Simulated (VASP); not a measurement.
# LiF (P6_3mc) in VASP: a series of runs

LiF is run at these levels: LDA; tasks: single point.

All numbers are computed with VASP 6.6.1; they aren't measurements. Logs are shortened: lines on timing, memory, paths and dates and some standing lists are left out, and cuts for length are marked.

## Step 1: The cell of the first run

It takes space group P6_3mc (No. 186, hexagonal). The conventional cell has a = 2.895 Å, b = 2.895 Å, c = 4.451 Å, α = 90.00°, β = 90.00°, γ = 120.00°. Li (site symmetry 3m) has 4 F at 1.74 to 1.75 Å within 2.3 Å. Within 2.3 Å of F (site symmetry 3m) lie 4 Li at 1.74 to 1.75 Å.

## Step 2: Single point, LDA (8.08 Å³/atom)

File INCAR:

```
SYSTEM = LiF
ALGO = Normal
EDIFF = 1E-6
ENCUT = 520
GGA = CA
ISIF = 2
ISMEAR = 0
LASPH = .True.
LCHARG = .False.
LREAL = .False.
LWAVE = .False.
NBANDS = 18
NELM = 60
PREC = Accurate
SIGMA = 0.05
```

File KPOINTS:

```
k-points
0
Gamma
  9 9 6
  0 0 0
```

File POSCAR:

```
LiF
1.0
    2.8948688574      0.0000000000      0.0000000000
   -1.4474344287      2.5070299711      0.0000000000
    0.0000000000      0.0000000000      4.4511054328
Li F
2 2
Direct
    0.3333333333      0.6666666667      0.3839784076
    0.6666666667      0.3333333333      0.8839784076
    0.3333333333      0.6666666667      0.9910195924
    0.6666666667      0.3333333333      0.4910195924
```

Potentials or basis: VASP PAW LDA potentials, release 64 (Li_sv, F).

Run with:

```bash
$ cat potpaw_LDA.64/Li_sv/POTCAR potpaw_LDA.64/F/POTCAR > POTCAR
$ mpirun -np 1 vasp_std > vasp.out
```

OUTCAR:

```text
SYSTEM = LiF
   EDIFF = 1E-6
   ENCUT = 520
   GGA = CA
   ISIF = 2
   ISMEAR = 0
   LASPH = .True.
   LREAL = .False.
   NELM = 60
   PREC = Accurate

 ion  position               nearest neighbor table
   1  0.333  0.667  0.384-   4 1.74   4 1.74   4 1.74   3 1.75
   2  0.667  0.333  0.884-   3 1.74   3 1.74   3 1.74   4 1.75
   3  0.333  0.667  0.991-   2 1.74   2 1.74   2 1.74   1 1.75
   4  0.667  0.333  0.491-   1 1.74   1 1.74   1 1.74   2 1.75

  LATTYP: Found a hexagonal cell.
 ALAT       =     2.8948688574
 C/A-ratio  =     1.5375844821

  Lattice vectors:

 A1 = (   2.8948688574,   0.0000000000,   0.0000000000)
 A2 = (  -1.4474344287,   2.5070299711,   0.0000000000)
 A3 = (   0.0000000000,   0.0000000000,   4.4511054328)

Analysis of symmetry for initial positions (statically):
=====================================================================
 Subroutine PRICEL returns:
 Original cell was already a primitive cell.

 Routine SETGRP: Setting up the symmetry group for a
 hexagonal supercell.

 Subroutine GETGRP returns: Found 12 space group operations
 (whereof  6 operations were pure point group operations)
 out of a pool of 24 trial point group operations.

The static configuration has the point symmetry C_3v.
 The point group associated with its full space group is C_6v.

Analysis of symmetry for dynamics (positions and initial velocities):
=====================================================================
 Subroutine PRICEL returns:
 Original cell was already a primitive cell.

 Routine SETGRP: Setting up the symmetry group for a
 hexagonal supercell.

 Subroutine GETGRP returns: Found 12 space group operations
 (whereof  6 operations were pure point group operations)
 out of a pool of 24 trial point group operations.

The dynamic configuration has the point symmetry C_3v.
 The point group associated with its full space group is C_6v.

 Subroutine INISYM returns: Found 12 space group operations
 (whereof  6 operations are pure point group operations),
 and found     1 'primitive' translations

----------------------------------------------------------------------------------------

                                     Primitive cell

  volume of cell :      32.3040

  direct lattice vectors                    reciprocal lattice vectors
[... 84 lines left out ...]
   ICHARG =      2    charge: 1-file 2-atom 10-const
   ISPIN  =      1    spin polarized calculation?
   LNONCOLLINEAR =      F non collinear calculations
   LSORBIT =      F    spin-orbit coupling
   LASPH  =      T    aspherical Exc in radial PAW
   ENCUT  =  520.0 eV  38.22 Ry    6.18 a.u.   5.38  5.38  8.28*2*pi/ulx,y,z
   NELM   =     60;   NELMIN=  2; NELMDL= -5     # of ELM steps
   EDIFF  = 0.1E-05   stopping-criterion for ELM
   LREAL  =      F    real-space projection
   EDIFFG = 0.1E-04   stopping-criterion for IOM
   NSW    =      0    number of steps for IOM
   IBRION =     -1    ionic relax: 0-MD 1-quasi-New 2-CG
   NFREE  =      0    steps in history (QN), initial steepest desc. (CG)
   ISIF   =      2    stress and relaxation
   ISYM   =      2    0-nonsym 1-usesym 2-fastsym
   POTIM  = 0.5000    time-step for ionic-motion
   TEBEG  =    0.0;   TEEND  =   0.0 temperature during run
   PSTRESS=    0.0 pullay stress
   NELECT =      20.0000    total number of electrons
   NUPDOWN=      -1.0000    fix difference up-down
   EMIN   =  10.00;   EMAX   =-10.00  energy-range for DOS
   EFERMI =   0.00;   METHOD = LEGACY
   ISMEAR =     0;   SIGMA  =   0.05  broadening in eV -4-tet -1-fermi 0-gaus
   EFERMI_NEDOS =   21; number of points for ismear=-14 and -15
   IALGO  =     38    algorithm
   IMIX   =      4    mixing-type and parameters
     AMIX     =   0.40;   BMIX     =  1.00
     AMIX_MAG =   1.60;   BMIX_MAG =  1.00
  volume/ion in A,a.u.               =       8.08        54.50
  Fermi-wavevector in a.u.,A,eV,Ry     =   1.395295  2.636725 26.488480  1.946848
  Thomas-Fermi vector in A             =   2.518761
   LORBIT       =      0    0 simple, 1 ext, 2 COOP (PROOUT), +10 PAW based schemes
   GGA     = CA    functional components
   LHFCALC =     F    Hartree Fock is set to
   AEXX    =    0.0000 exact exchange contribution
   IVDW    =     0    specifies the selected vdW correction
   LEPSILON=     F    determine dielectric tensor
   LRPA    =     F    only Hartree local field effects (RPA)
 non-spin polarized calculation
 Gauss-broadening in eV      SIGMA  =   0.05
  energy-cutoff  :      520.00
  volume of cell :       32.30
 maximum number of plane-waves:       894
 NGX is ok and might be reduce to    24
   NGX = 11   NGY = 11   NGZ = 17

 number of electron      19.9999990 magnetization

 Free energy of the ion-electron system (eV)
  ---------------------------------------------------
  ext. energy  EPLUGINS =         0.00000000
  ---------------------------------------------------
  free energy    TOTEN  =       -20.64489799 eV

  energy without entropy =      -20.64489799  energy(sigma->0) =      -20.64489799

 E-fermi :  -1.3380     XC(G=0): -10.5304

 val. band max:       -1.5816273449   @ k =   0.0000   0.0000   0.0000
 cond. band min:       7.0585353318   @ k =   0.0000   0.0000   0.0000
 fundamental gap:      8.6401626767
 Fermi energy:        -1.3379867829

 k-point     1 :       0.0000    0.0000    0.0000
  band No.  band energies     occupation
      1     -40.5556      2.00000
      2     -40.4342      2.00000
      3     -21.0298      2.00000
      4     -20.6663      2.00000
      5      -4.6226      2.00000
      6      -2.3378      2.00000
[... 481 lines left out ...]
      5      -4.4727      2.00000
      6      -3.2721      2.00000
[... 10 lines left out ...]
     17      18.3866      0.00000
     18      21.8669      0.00000

 [... further k-points ...]
[... 5 lines left out ...]
  --------------------------------------------------------------------------------------
  -------------------------------------------------------------------------------------
  Total        2.4511388      2.4511388      2.2346021      0.0000000      0.0000000      0.0000000
  in kB      121.5688173    121.5688173    110.8292730      0.0000000      0.0000000      0.0000000
  external PRESSURE =     117.9889692 kB  Pullay stress =       0.0000000 kB

 VOLUME and BASIS-vectors are now :
 -----------------------------------------------------------------------------
  energy-cutoff  :      520.00
  volume of cell :       32.30
      direct lattice vectors                 reciprocal lattice vectors
     2.894868857  0.000000000  0.000000000     0.345438792  0.199439179  0.000000000
    -1.447434429  2.507029971  0.000000000     0.000000000  0.398878359  0.000000000
     0.000000000  0.000000000  4.451105433     0.000000000  0.000000000  0.224663292

 POSITION                                       TOTAL-FORCE (eV/Angst)
 -----------------------------------------------------------------------------------
     -0.00000      1.67135      1.70913         0.000000     -0.000000      0.044975
      1.44743      0.83568      3.93468        -0.000000      0.000000      0.044975
     -0.00000      1.67135      4.41113        -0.000000      0.000000     -0.044975
      1.44743      0.83568      2.18558        -0.000000     -0.000000     -0.044975
 -----------------------------------------------------------------------------------
    total drift:                                0.000000      0.000000      0.001273

  FREE ENERGIE OF THE ION-ELECTRON SYSTEM (eV)
  ---------------------------------------------------
  free  energy   TOTEN  =       -20.6448979939 eV

  energy  without entropy=      -20.6448979939  energy(sigma->0) =      -20.64489799
```

OSZICAR:

```text
N       E                     dE             d eps       ncg     rms          rms(c)
DAV:   1     0.116521635219E+03    0.11652E+03   -0.11417E+04  1736   0.125E+03
DAV:   2    -0.122167965824E+02   -0.12874E+03   -0.12609E+03  1982   0.307E+02
DAV:   3    -0.219432176539E+02   -0.97264E+01   -0.96660E+01  3134   0.624E+01
DAV:   4    -0.220692974190E+02   -0.12608E+00   -0.12587E+00  2202   0.828E+00
DAV:   5    -0.220705210679E+02   -0.12236E-02   -0.12234E-02  2288   0.662E-01    0.709E+00
DAV:   6    -0.206657076344E+02    0.14048E+01   -0.33241E+00  1820   0.148E+01    0.207E+00
DAV:   7    -0.206520014480E+02    0.13706E-01   -0.12136E-01  2020   0.256E+00    0.137E+00
DAV:   8    -0.206458475263E+02    0.61539E-02   -0.39885E-02  2362   0.186E+00    0.316E-01
DAV:   9    -0.206448195138E+02    0.10280E-02   -0.52297E-03  1990   0.619E-01    0.837E-02
DAV:  10    -0.206448989384E+02   -0.79425E-04   -0.23407E-04  1920   0.139E-01    0.147E-02
DAV:  11    -0.206448980860E+02    0.85238E-06   -0.11071E-05  2324   0.326E-02    0.437E-03
DAV:  12    -0.206448979939E+02    0.92138E-07   -0.43912E-07  1362   0.624E-03
   1 F= -.20644898E+02 E0= -.20644898E+02  d E =-.282994E-14
```

Wall time 16 s (1 thread of Intel Xeon Platinum 8259CL at 2.50GHz (Skylake/Cascade Lake), shared host); peak memory 0.14 GiB.

Results:

```yaml
Free_energy: -20.6449 eV
Largest_force: 0.045 eV/Å
Band_gap_on_the_k_mesh: 8.64 eV
```

Forces in eV/Å, atoms in the order of the input:
```
Li   0.000  0.000  0.045
Li   0.000  0.000  0.045
F    0.000  0.000 -0.045
F    0.000  0.000 -0.045
```

Caveat: the cutoff is under 1.25 times the usual one of these potentials, so pressure, stress and relaxed cells hold a basis-set (Pulay) error. A k mesh can miss the band edges.

## Step 3: Single point, LDA (8.08 Å³/atom)

File INCAR:

```
PREC = Accurate
ENCUT = 520
EDIFF = 1E-6
ISMEAR = 0
SIGMA = 0.05
LREAL = False
LASPH = True
NELM = 60
ALGO = Normal
ISIF = 2
LWAVE = False
LCHARG = True
LELF = True
LVHAR = True
NBANDS = 18
```

File KPOINTS:

```
Automatic mesh
0
Gamma
  9 9 6
```

File POSCAR:

```
LiF
1.0
    2.8486773439      0.0000000000      0.0000000000
   -1.4243386720      2.4670269470      0.0000000000
    0.0000000000      0.0000000000      4.5966257622
Li F
2 2
Direct
    0.3333333333      0.6666666667      0.3839784076
    0.6666666667      0.3333333333      0.8839784076
    0.3333333333      0.6666666667      0.9910195924
    0.6666666667      0.3333333333      0.4910195924
```

Potentials or basis: VASP PAW LDA potentials, release 64 (Li_sv, F).

Run with:

```bash
$ cat potpaw_LDA.64/Li_sv/POTCAR potpaw_LDA.64/F/POTCAR > POTCAR
$ mpirun -np 1 vasp_std > vasp.out
```

Run time: 15 s. Hardware: 1 thread of Intel Xeon Platinum 8259CL at 2.50GHz (Skylake/Cascade Lake), shared host; peak memory 0.14 GiB.

The run converged. Its results:

```
Free energy            : -20.6116 eV
Largest force          : 0.309 eV/Å
Band gap on the k mesh : 8.71 eV
```

Forces in eV/Å, atoms in the order of the input:
```
Li   0.000  0.000 -0.309
Li   0.000  0.000 -0.309
F    0.000  0.000  0.309
F    0.000  0.000  0.309
```

Levels at points of the mesh, in eV from the valence-band top:
```
           k point  band 8  band 9  band 10  band 11  band 12  band 13
(0.00, 0.00, 0.00)   -0.19   -0.19     0.00     8.71    12.98    17.01
(0.00, 0.00, 0.50)   -0.38   -0.38    -0.38    10.50    10.50    18.82
```

Caveat: the cutoff is under 1.25 times the usual one of these potentials, so pressure, stress and relaxed cells hold a basis-set (Pulay) error.
